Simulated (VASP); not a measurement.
Runs of VASP 6.6.1 on NaCl. The structure is that of space group I-4m2 (No. 119), or close to it. The cells are those of the table. 

```tsv
level	cell	smearing	gap on the mesh (eV)	pressure (GPa)
r2SCAN	a = 4.460, b = 4.460, c = 4.552 Å, angles 59.3, 59.3, 61.4°, 2 atoms	gaussian 0.01 eV	(c)	-1.4
PBE	a = 4.279, b = 4.279, c = 4.545 Å, angles 57.9, 57.9, 64.2°, 2 atoms	fermi-dirac 0.02 eV	4.87	(b)
r2SCAN	a = 4.279, b = 4.279, c = 4.545 Å, angles 57.9, 57.9, 64.2°, 2 atoms	gaussian 0.01 eV	5.50	-0.1
PBE	a = 4.460, b = 4.460, c = 4.552 Å, angles 59.3, 59.3, 61.4°, 2 atoms	fermi-dirac 0.02 eV	(a)	-0.7
```

Alike in all rows: task single point; potentials or basis VASP PAW PBE potentials, release 64 (Na_pv, Cl); no spin polarisation; k mesh 8 × 8 × 8; cutoff (eV) 520.

Fill in the values left out.

(a) 4.72; (b) 0.7; (c) 5.35.

Caveats: the structure was generated, so it needn't be the stable form of NaCl; the PAW data sets were made with another functional, which shifts forces and pressure a little (at least some runs).

A k mesh can miss the band edges.
